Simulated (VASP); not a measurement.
# BAs (I-4m2) in VASP: further runs, part 2 of 2

VASP 6.6.1.

**3. Single point, r2SCAN (epitaxial xy strain -4.1%)**

Contents of POSCAR:

```
BAs
1.0
    0.0000000000      2.2945185923      2.4367486877
    2.2945185923      0.0000000000      2.4367486877
    2.2945185923      2.2945185923      0.0000000000
B As
1 1
Direct
    0.0000000000      0.0000000000      0.0000000000
    0.2500000000      0.2500000000      0.2500000000
```

Contents of INCAR.step1:

```
SYSTEM = BAs
PREC = Accurate
ENCUT = 520
ISMEAR = 0
SIGMA = 0.01
LREAL = .FALSE.
LASPH = .TRUE.
NELM = 60
NBANDS = 11
GGA = PE
ALGO = Normal
EDIFF = 1E-4
LWAVE = .TRUE.
LCHARG = .FALSE.
```

Contents of INCAR.step2:

```
SYSTEM = BAs
PREC = Accurate
ENCUT = 520
EDIFF = 1E-7
ISMEAR = 0
SIGMA = 0.01
LREAL = .FALSE.
LASPH = .TRUE.
NELM = 60
ALGO = Normal
ISIF = 2
LWAVE = .FALSE.
LCHARG = .TRUE.
METAGGA = R2SCAN
LMIXTAU = .TRUE.
LELF = .TRUE.
LVHAR = .TRUE.
NBANDS = 11
ISTART = 1
```

Contents of KPOINTS:

```
regular mesh
0
G
  10 10 10
  0 0 0
```

Potentials or basis: VASP PAW PBE potentials, release 64 (B, As).

Launch:

```sh
$ cat potpaw_PBE.64/B/POTCAR potpaw_PBE.64/As/POTCAR > POTCAR
$ cp INCAR.step1 INCAR
$ mpirun -np 1 vasp_std > vasp.out
$ cp INCAR.step2 INCAR
$ mpirun -np 1 vasp_std > vasp.out
```

OUTCAR:

```text
SYSTEM = BAs
   PREC = Accurate
   ENCUT = 520
   EDIFF = 1E-7
   ISMEAR = 0
   LREAL = .FALSE.
   LASPH = .TRUE.
   NELM = 60
   ISIF = 2
   METAGGA = R2SCAN
   ISTART = 1

 ion  position               nearest neighbor table
   1  0.000  0.000  0.000-   2 2.03   2 2.03   2 2.03   2 2.03
   2  0.250  0.250  0.250-   1 2.03   1 2.03   1 2.03   1 2.03

  LATTYP: Found a body centered tetragonal cell.
 ALAT       =     3.2449393123
 C/A-ratio  =     1.5018762776

  Lattice vectors:

 A1 = (  -2.2945185923,   0.0000000000,   2.4367486877)
 A2 = (   2.2945185923,   0.0000000000,   2.4367486877)
 A3 = (   0.0000000000,   2.2945185923,  -2.4367486877)

Analysis of symmetry for initial positions (statically):
=====================================================================
 Subroutine PRICEL returns:
 Original cell was already a primitive cell.

 Routine SETGRP: Setting up the symmetry group for a
 body centered tetragonal supercell.

 Subroutine GETGRP returns: Found  8 space group operations
 (whereof  8 operations were pure point group operations)
 out of a pool of 16 trial point group operations.

The static configuration has the point symmetry D_2d.

Analysis of symmetry for dynamics (positions and initial velocities):
=====================================================================
 Subroutine PRICEL returns:
 Original cell was already a primitive cell.

 Routine SETGRP: Setting up the symmetry group for a
 body centered tetragonal supercell.

 Subroutine GETGRP returns: Found  8 space group operations
 (whereof  8 operations were pure point group operations)
 out of a pool of 16 trial point group operations.

The dynamic configuration has the point symmetry D_2d.

 Subroutine INISYM returns: Found  8 space group operations
 (whereof  8 operations are pure point group operations),
 and found     1 'primitive' translations

----------------------------------------------------------------------------------------

                                     Primitive cell

  volume of cell :      25.6581

  direct lattice vectors                    reciprocal lattice vectors
     0.000000000  2.294518592  2.436748688    -0.217910633  0.217910633  0.205191451
     2.294518592  0.000000000  2.436748688     0.217910633 -0.217910633  0.205191451
     2.294518592  2.294518592  0.000000000     0.217910633  0.217910633 -0.205191451

  length of vectors
     3.347022518  3.347022518  3.244939312     0.370234547  0.370234547  0.370234547

  position of ions in fractional coordinates (direct lattice)
     0.000000000  0.000000000  0.000000000
     0.250000000  0.250000000  0.250000000

  ion indices of the primitive-cell ions
   primitive index   ion index
                 1           1
                 2           2

----------------------------------------------------------------------------------------

 KPOINTS: regular mesh

Automatic generation of k-mesh.
 Grid dimensions read from file:
 generate k-points for:   10   10   10

 Generating k-lattice:

  Cartesian coordinates                     Fractional coordinates (reciprocal lattice)
    -0.021791063  0.021791063  0.020519145     0.100000000  0.000000000  0.000000000
     0.021791063 -0.021791063  0.020519145     0.000000000  0.100000000  0.000000000
[... 39 lines left out ...]
 [... further k-points ...]
   k-points           NKPTS =    102   k-points in BZ     NKDIM =    102   number of bands    NBANDS=     11
   number of dos      NEDOS =    301   number of ions     NIONS =      2
   total plane-waves  NPLWV =  18816
   dimension x,y,z NGX =    28 NGY =   28 NGZ =   24
   dimension x,y,z NGXF=    56 NGYF=   56 NGZF=   48
   ions per type =               1   1
   NGX,Y,Z   is equivalent  to a cutoff of  13.91, 13.91, 12.30 a.u.
   NGXF,Y,Z  is equivalent  to a cutoff of  27.82, 27.82, 24.59 a.u.
 SYSTEM =  BAs
   PREC   = accura    normal or accurate (medium, high low for compatibility)
   ISTART =      1    job   : 0-new  1-cont  2-samecut
   ICHARG =      0    charge: 1-file 2-atom 10-const
   ISPIN  =      1    spin polarized calculation?
   LNONCOLLINEAR =      F non collinear calculations
   LSORBIT =      F    spin-orbit coupling
   LASPH  =      T    aspherical Exc in radial PAW
   ENCUT  =  520.0 eV  38.22 Ry    6.18 a.u.   6.22  6.22  6.03*2*pi/ulx,y,z
   NELM   =     60;   NELMIN=  2; NELMDL=  0     # of ELM steps
   EDIFF  = 0.1E-06   stopping-criterion for ELM
   LREAL  =      F    real-space projection
   EDIFFG = 0.1E-05   stopping-criterion for IOM
   NSW    =      0    number of steps for IOM
   IBRION =     -1    ionic relax: 0-MD 1-quasi-New 2-CG
   NFREE  =      0    steps in history (QN), initial steepest desc. (CG)
   ISIF   =      2    stress and relaxation
   ISYM   =      2    0-nonsym 1-usesym 2-fastsym
   POTIM  = 0.5000    time-step for ionic-motion
   TEBEG  =    0.0;   TEEND  =   0.0 temperature during run
   PSTRESS=    0.0 pullay stress
   NELECT =       8.0000    total number of electrons
   NUPDOWN=      -1.0000    fix difference up-down
   EMIN   =  10.00;   EMAX   =-10.00  energy-range for DOS
   EFERMI =   0.00;   METHOD = LEGACY
   ISMEAR =     0;   SIGMA  =   0.01  broadening in eV -4-tet -1-fermi 0-gaus
   EFERMI_NEDOS =   21; number of points for ismear=-14 and -15
   IALGO  =     38    algorithm
   IMIX   =      4    mixing-type and parameters
     AMIX     =   0.40;   BMIX     =  1.00
     AMIX_MAG =   1.60;   BMIX_MAG =  1.00
  volume/ion in A,a.u.               =      12.83        86.57
  Fermi-wavevector in a.u.,A,eV,Ry     =   1.110104  2.097792 16.766869  1.232330
  Thomas-Fermi vector in A             =   2.246651
   LORBIT       =      0    0 simple, 1 ext, 2 COOP (PROOUT), +10 PAW based schemes
   METAGGA = R2SCAN    functional components
   LHFCALC =     F    Hartree Fock is set to
   AEXX    =    0.0000 exact exchange contribution
   IVDW    =     0    specifies the selected vdW correction
   LEPSILON=     F    determine dielectric tensor
   LRPA    =     F    only Hartree local field effects (RPA)
 non-spin polarized calculation
 Gauss-broadening in eV      SIGMA  =   0.01
  energy-cutoff  :      520.00
  volume of cell :       25.66
 maximum number of plane-waves:       709
 NGX is ok and might be reduce to    28
   NGX = 13   NGY = 13   NGZ = 13

 number of electron       8.0000000 magnetization

 Free energy of the ion-electron system (eV)
  ---------------------------------------------------
  ext. energy  EPLUGINS =         0.00000000
  ---------------------------------------------------
  free energy    TOTEN  =       -22.15118751 eV

  energy without entropy =      -22.15118751  energy(sigma->0) =      -22.15118751

 E-fermi :   7.0725     XC(G=0): -11.4119

 val. band max:        6.9481455132   @ k =   0.0000   0.0000   0.0000
 cond. band min:       7.7527483384   @ k =   0.4000   0.0000   0.4000
 fundamental gap:      0.8046028251
 Fermi energy:         7.0724977581

 k-point     1 :       0.0000    0.0000    0.0000
  band No.  band energies     occupation
      1     -10.0265      2.00000
      2       6.2591      2.00000
      3       6.9481      2.00000
      4       6.9481      2.00000
      5      10.1192      0.00000
      6      10.1192      0.00000
      7      10.5402      0.00000
      8      12.6347      0.00000
      9      17.4619      0.00000
     10      19.3713      0.00000
     11      20.9132      0.00000
[... 309 lines left out ...]
 k-point    24 :       0.4000    0.3000    0.0000
  band No.  band energies     occupation
      1      -7.2702      2.00000
      2      -0.6443      2.00000
      3       2.4890      2.00000
      4       3.2012      2.00000
      5       9.1558      0.00000
      6      10.8682      0.00000
      7      16.4655      0.00000
      8      16.8202      0.00000
      9      19.7836      0.00000
     10      23.9595      0.00000
     11      24.0442      0.00000

 [... further k-points ...]

------------------------ aborting loop because EDIFF is reached ----------------------------------------

  FORCE on cell =-STRESS in cart. coord.  units (eV):
  Direction    XX          YY          ZZ          XY          YZ          ZX
  --------------------------------------------------------------------------------------
  -------------------------------------------------------------------------------------
  Total        2.5505845      2.5505845      0.0686854      0.0000000      0.0000000     -0.0000000
  in kB      159.2672184    159.2672184      4.2889487      0.0000000      0.0000000     -0.0000000
  external PRESSURE =     107.6077952 kB  Pullay stress =       0.0000000 kB

 VOLUME and BASIS-vectors are now :
 -----------------------------------------------------------------------------
  energy-cutoff  :      520.00
  volume of cell :       25.66
      direct lattice vectors                 reciprocal lattice vectors
     0.000000000  2.294518592  2.436748688    -0.217910633  0.217910633  0.205191451
     2.294518592  0.000000000  2.436748688     0.217910633 -0.217910633  0.205191451
     2.294518592  2.294518592  0.000000000     0.217910633  0.217910633 -0.205191451

 POSITION                                       TOTAL-FORCE (eV/Angst)
 -----------------------------------------------------------------------------------
      0.00000      0.00000      0.00000        -0.000000      0.000000      0.000000
      1.14726      1.14726      1.21837         0.000000     -0.000000     -0.000000
 -----------------------------------------------------------------------------------
    total drift:                               -0.000017     -0.000017      0.000009

  FREE ENERGIE OF THE ION-ELECTRON SYSTEM (eV)
  ---------------------------------------------------
  free  energy   TOTEN  =       -22.1511875135 eV

  energy  without entropy=      -22.1511875135  energy(sigma->0) =      -22.15118751
```

It took 3.5 min on 1 thread of AMD EPYC 7R13 (Zen 3), shared host; peak memory 0.14 GiB.

What came out:

```yaml
Free_energy: -22.1512 eV
Pressure: 10.8 GPa
Band_gap_on_the_k_mesh: 0.80 eV, indirect (least direct gap 3.17 eV)
```

Stress tensor (GPa, compression positive):
```
15.93  0.00  0.00
 0.00 15.93  0.00
 0.00  0.00  0.43
```

Levels at points of the mesh, in eV from the valence-band top:
| k point | band 2 | band 3 | band 4 | band 5 | band 6 | band 7 |
| --- | --- | --- | --- | --- | --- | --- |
| (0.00, 0.00, 0.00) | -0.69 | 0.00 | 0.00 | 3.17 | 3.17 | 3.59 |
| (0.50, 0.00, 0.00) | -9.94 | -2.69 | -1.86 | 2.81 | 4.94 | 5.18 |
| (0.50, 0.50, 0.00) | -10.00 | -4.38 | -4.38 | 1.81 | 2.00 | 12.49 |
| (0.50, 0.00, 0.50) | -9.47 | -5.06 | -4.94 | 1.07 | 1.13 | 11.86 |

Caveat: the cell differs from its parent crystal (epitaxial xy strain -4.1%); the PAW data sets were made with another functional, which shifts forces and pressure a little. A k mesh can miss the band edges.

**4. Single point, HSE06 (epitaxial xy strain -4.1%)**

POSCAR is that of step 3.

Contents of INCAR.step1:

```
SYSTEM = BAs
PREC     = Accurate       ! precision mode
ENCUT    = 520            ! plane-wave cutoff, eV
EDIFF    = 1E-5           ! SCF threshold, eV
ISMEAR   = 0              ! smearing method
SIGMA    = 0.01           ! smearing width, eV
LREAL    = .FALSE.        ! projectors in reciprocal space
LASPH    = .TRUE.         ! aspherical terms in the spheres
NELM     = 60             ! most SCF steps
ALGO     = Normal         ! electronic algorithm
ISIF     = 2              ! what is computed and relaxed
LWAVE    = .TRUE.         ! write WAVECAR
GGA      = PE             ! functional
NBANDS   = 11             ! bands
```

Contents of INCAR.step2:

```
SYSTEM = BAs
PREC     = Accurate       ! precision mode
ENCUT    = 520            ! plane-wave cutoff, eV
EDIFF    = 1E-6           ! SCF threshold, eV
ISMEAR   = 0              ! smearing method
SIGMA    = 0.01           ! smearing width, eV
LREAL    = .FALSE.        ! projectors in reciprocal space
LASPH    = .TRUE.         ! aspherical terms in the spheres
NELM     = 60             ! most SCF steps
ALGO     = Normal         ! electronic algorithm
ISIF     = 2              ! what is computed and relaxed
LWAVE    = .FALSE.        ! write WAVECAR
LCHARG   = .TRUE.         ! write CHGCAR
GGA      = PE             ! functional
LHFCALC  = .TRUE.         ! exact exchange
HFSCREEN = 0.2079         ! screening, 1/A
PRECFOCK = Normal       
LELF     = .TRUE.         ! ELF
LVHAR    = .TRUE.       
ISTART   = 1            
NBANDS   = 11             ! bands
```

Contents of KPOINTS:

```
regular mesh
0
G
  6 6 6
  0 0 0
```

Launch:

```sh
$ cat potpaw_PBE.64/B/POTCAR potpaw_PBE.64/As/POTCAR > POTCAR
$ cp INCAR.step1 INCAR
$ mpirun -np 1 vasp_std > vasp.out
$ cp INCAR.step2 INCAR
$ mpirun -np 1 vasp_std > vasp.out
```

It used 2000 s of CPU time on 1 thread of AMD EPYC 7R13 Processor (Zen 3), with other jobs on the host.

It converged, with:

* Free energy: -13.1529 eV
* Pressure: 9.3 GPa
* Band gap on the k mesh: 1.41 eV, indirect (least direct gap 3.86 eV)

Stress tensor (GPa, compression positive):
```
14.38  0.00  0.00
 0.00 14.38  0.00
 0.00  0.00 -1.01
```

Levels at points of the mesh, in eV from the valence-band top:
```csv
k point,band 2,band 3,band 4,band 5,band 6,band 7
"(0.00, 0.00, 0.00)",-0.68,0.00,0.00,3.86,3.86,4.25
"(0.50, 0.00, 0.00)",-10.41,-2.75,-1.90,3.41,5.55,5.85
"(0.50, 0.50, 0.00)",-10.43,-4.53,-4.53,2.26,2.44,13.29
"(0.50, 0.00, 0.50)",-9.89,-5.22,-5.10,1.54,1.59,12.62
```

Caveat: the cell differs from its parent crystal (epitaxial xy strain -4.1%); the PAW data sets were made with another functional, which shifts forces and pressure a little. A k mesh can miss the band edges.

**5. The runs side by side**

```tsv
level	k mesh	smearing	grid for exact exchange (PRECFOCK)	screening parameter	gap on the mesh (eV)	pressure (GPa)
PBE	10 × 10 × 10	fermi-dirac 0.02 eV	-	-	0.64	13.3
r2SCAN	10 × 10 × 10	gaussian 0.01 eV	-	-	0.80	10.8
HSE06	6 × 6 × 6	gaussian 0.01 eV	Normal	0.2079 1/Å	1.41	9.3
```

Alike in all rows: task single point; potentials or basis VASP PAW PBE potentials, release 64 (B, As); no spin polarisation; cell as given; cutoff (eV) 520.

Caveats: the PAW data sets were made with another functional, which shifts forces and pressure a little (some runs).

Absolute energies hang on the potentials; compare differences alone.
